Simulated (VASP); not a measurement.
Runs of VASP 6.6.1 on Ir. The structure is that of space group I4/mmm (No. 139), or close to it. The cells are those of the table. 

| potentials or basis | cell | cutoff (eV) | gap on the mesh (eV) | pressure (GPa) |
| --- | --- | --- | --- | --- |
| VASP PAW LDA potentials, release 64 (Ir) | a = 2.665, b = 2.665, c = 2.862 Å, angles 57.5, 57.5, 65.0°, 1 atom | 520 | none | -3.0 |
| VASP PAW LDA potentials, release 64 (Ir_sv_GW) | a = 2.731, b = 2.731, c = 2.513 Å, angles 62.6, 62.6, 54.8°, 1 atom | 560 | none | 32.7 |
| VASP PAW LDA potentials, release 64 (Ir_sv_GW) | a = 2.664, b = 2.664, c = 2.765 Å, angles 58.7, 58.7, 62.5°, 1 atom | 560 | none | 1.2 |
| VASP PAW LDA potentials, release 64 (Ir_sv_GW) | a = 2.627, b = 2.627, c = 3.145 Å, angles 53.2, 53.2, 73.5°, 1 atom | 560 | none | 10.6 |
| VASP PAW LDA potentials, release 64 (Ir) | a = 2.688, b = 2.688, c = 2.887 Å, angles 57.5, 57.5, 65.0°, 1 atom | 520 | none | -11.9 |
| VASP PAW LDA potentials, release 64 (Ir_sv_GW) | a = 2.705, b = 2.705, c = 2.489 Å, angles 62.6, 62.6, 54.8°, 1 atom | 560 | none | 49.3 |
| VASP PAW LDA potentials, release 64 (Ir) | a = 2.688, b = 2.688, c = 2.789 Å, angles 58.7, 58.7, 62.5°, 1 atom | 520 | none | (a) |
| VASP PAW LDA potentials, release 64 (Ir_sv_GW) | a = 2.627, b = 2.627, c = 2.911 Å, angles 56.4, 56.4, 67.3°, 1 atom | 560 | none | 8.8 |
| VASP PAW LDA potentials, release 64 (Ir) | a = 2.830, b = 2.830, c = 2.604 Å, angles 62.6, 62.6, 54.8°, 1 atom | 520 | none | -10.4 |
| VASP PAW LDA potentials, release 64 (Ir) | a = 2.673, b = 2.673, c = 3.200 Å, angles 53.2, 53.2, 73.5°, 1 atom | 520 | none | -7.0 |
| VASP PAW LDA potentials, release 64 (Ir_sv_GW) | a = 2.642, b = 2.642, c = 2.837 Å, angles 57.5, 57.5, 65.0°, 1 atom | 560 | none | 4.5 |
| VASP PAW LDA potentials, release 64 (Ir_sv_GW) | a = 2.594, b = 2.594, c = 2.786 Å, angles 57.5, 57.5, 65.0°, 1 atom | 560 | none | (b) |

Alike in all rows: task single point; level LDA; no spin polarisation; k mesh 22 × 22 × 22; smearing gaussian 0.15 eV.

Fill in the values left out.

(a) -6.2; (b) 30.5.

Caveats: spin-orbit coupling is left out, which moves the levels of the heavy elements; the stress differs along the axes, from -18 to 27 GPa (at least some runs); the stress differs along the axes, from -14 to 56 GPa (at least some runs); the stress differs along the axes, from -8 to 20 GPa (at least some runs); the stress differs along the axes, from -14 to 23 GPa (at least some runs); the stress differs along the axes, from -26 to 16 GPa (at least some runs); the stress differs along the axes, from -1 to 75 GPa (at least some runs).

A k mesh can miss the band edges, and the runs leave out spin-orbit coupling on Ir.

A gap of «none» marks levels without a gap at the run's occupations.

The runs don't all hold the same shells in valence.
